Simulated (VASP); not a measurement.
A run of VASP 6.6.1:

File INCAR:

```
SYSTEM = GePt2
  PREC = Accurate
  ENCUT = 520
  EDIFF = 1E-6
  ISMEAR = 0
  SIGMA = 0.15
  LREAL = .FALSE.
  LASPH = .TRUE.
  NELM = 80
  ALGO = Fast
  ISIF = 2
  LWAVE = .FALSE.
  LCHARG = .FALSE.
  GGA = PS
  NBANDS = 61
```

File KPOINTS:

```
regular mesh
0
G
  6 6 12
  0 0 0
```

POSCAR

```
GePt2
1.0
    7.0142524434      0.0000000000      0.0000000000
   -3.5071262217      6.0745208046      0.0000000000
    0.0000000000      0.0000000000      3.4586784287
Ge Pt
3 6
Direct
    0.6666666667      0.3333333333      0.0000000000
    0.3333333333      0.6666666667      0.0000000000
    0.0000000000      0.0000000000      0.5000000000
    0.6229372121      0.0000000000      0.5000000000
    0.3770627879      0.3770627879      0.5000000000
    1.0000000000      0.6229372121      0.5000000000
    0.0000000000      0.2849128372      0.0000000000
    0.7150871628      0.7150871628      0.0000000000
    0.2849128372      0.0000000000      0.0000000000
```

Potentials or basis: VASP PAW PBE potentials, release 64 (Ge_d, Pt).

Launch:

```console
$ cat potpaw_PBE.64/Ge_d/POTCAR potpaw_PBE.64/Pt/POTCAR > POTCAR
$ mpirun -np 1 vasp_std > vasp.out
```

Hardware: 1 thread of Intel(R) Xeon(R) Platinum 8488C (Sapphire Rapids), with other jobs on the host.

Question: Estimate the wall time of this run.

Answer: It took 7.3 min on 1 thread of Intel(R) Xeon(R) Platinum 8488C (Sapphire Rapids), with other jobs on the host, peak memory 0.48 GiB. Counts: scf iterations 16, k points 49.
